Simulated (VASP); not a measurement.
Here is a VASP 6.6.1 calculation.

INCAR

```
PREC = Accurate
ENCUT = 520
EDIFF = 1E-6
ISMEAR = -1
SIGMA = 0.01
LREAL = Auto
LASPH = T
NELM = 100
ALGO = Normal
ISIF = 2
LWAVE = F
LCHARG = F
GGA = PE
NBANDS = 144
```

The input KPOINTS:

```
regular mesh
0
Gamma
  2 2 2
```

Contents of POSCAR:

```
HfSi53
1.0
    0.0000000000      8.1406800000      8.1406800000
    8.1406800000      0.0000000000      8.1406800000
    8.1406800000      8.1406800000      0.0000000000
Hf Si
1 53
Direct
    0.2500000000      0.2500000000      0.2500000000
    0.2507487339      0.2507487339      0.5852991770
    0.2507487339      0.2507487339      0.9132033552
    0.2507487339      0.5852991770      0.2507487339
    0.2498401396      0.5833866201      0.5833866201
    0.2507487339      0.5852991770      0.9132033552
    0.2507487339      0.9132033552      0.2507487339
    0.2507487339      0.9132033552      0.5852991770
    0.2500363845      0.9166545385      0.9166545385
    0.5852991770      0.2507487339      0.2507487339
    0.5833866201      0.2498401396      0.5833866201
    0.5852991770      0.2507487339      0.9132033552
    0.5833866201      0.5833866201      0.2498401396
    0.5833866201      0.5833866201      0.5833866201
    0.5834962368      0.5834962368      0.9165037632
    0.5852991770      0.9132033552      0.2507487339
    0.5834962368      0.9165037632      0.5834962368
    0.5834962368      0.9165037632      0.9165037632
    0.9132033552      0.2507487339      0.2507487339
    0.9132033552      0.2507487339      0.5852991770
    0.9166545385      0.2500363845      0.9166545385
    0.9132033552      0.5852991770      0.2507487339
    0.9165037632      0.5834962368      0.5834962368
    0.9165037632      0.5834962368      0.9165037632
    0.9166545385      0.9166545385      0.2500363845
    0.9165037632      0.9165037632      0.5834962368
    0.9166545385      0.9166545385      0.9166545385
    0.1591209520      0.1591209520      0.1591209520
    0.1591209520      0.1591209520      0.5226371441
    0.1670385925      0.1670385925      0.8329614075
    0.1591209520      0.5226371441      0.1591209520
    0.1661692885      0.5002612545      0.5002612545
    0.1661692885      0.5002612545      0.8333082025
    0.1670385925      0.8329614075      0.1670385925
    0.1661692885      0.8333082025      0.5002612545
    0.1670385925      0.8329614075      0.8329614075
    0.5226371441      0.1591209520      0.1591209520
    0.5002612545      0.1661692885      0.5002612545
    0.5002612545      0.1661692885      0.8333082025
    0.5002612545      0.5002612545      0.1661692885
    0.5000000000      0.5000000000      0.5000000000
    0.5002612545      0.5002612545      0.8333082025
    0.5002612545      0.8333082025      0.1661692885
    0.5002612545      0.8333082025      0.5002612545
    0.4998648218      0.8333783927      0.8333783927
    0.8329614075      0.1670385925      0.1670385925
    0.8333082025      0.1661692885      0.5002612545
    0.8329614075      0.1670385925      0.8329614075
    0.8333082025      0.5002612545      0.1661692885
    0.8333082025      0.5002612545      0.5002612545
    0.8333783927      0.4998648218      0.8333783927
    0.8329614075      0.8329614075      0.1670385925
    0.8333783927      0.8333783927      0.4998648218
    0.8333783927      0.8333783927      0.8333783927
```

Potentials or basis: VASP PAW PBE potentials, release 64 (Hf_pv, Si).

The run is started by

```sh
$ cat potpaw_PBE.64/Hf_pv/POTCAR potpaw_PBE.64/Si/POTCAR > POTCAR
$ mpirun -np 1 vasp_std > vasp.out
```

(1) What does it give for the pressure?

(2) Estimate the largest force.

(3) What does it give for the band gap on the k mesh?

Results:

(1) 3.4 GPa.

(2) 0.007 eV/Å.

(3) 0.60 eV.

Caveat: spin-orbit coupling is left out, which moves the levels of the heavy elements.
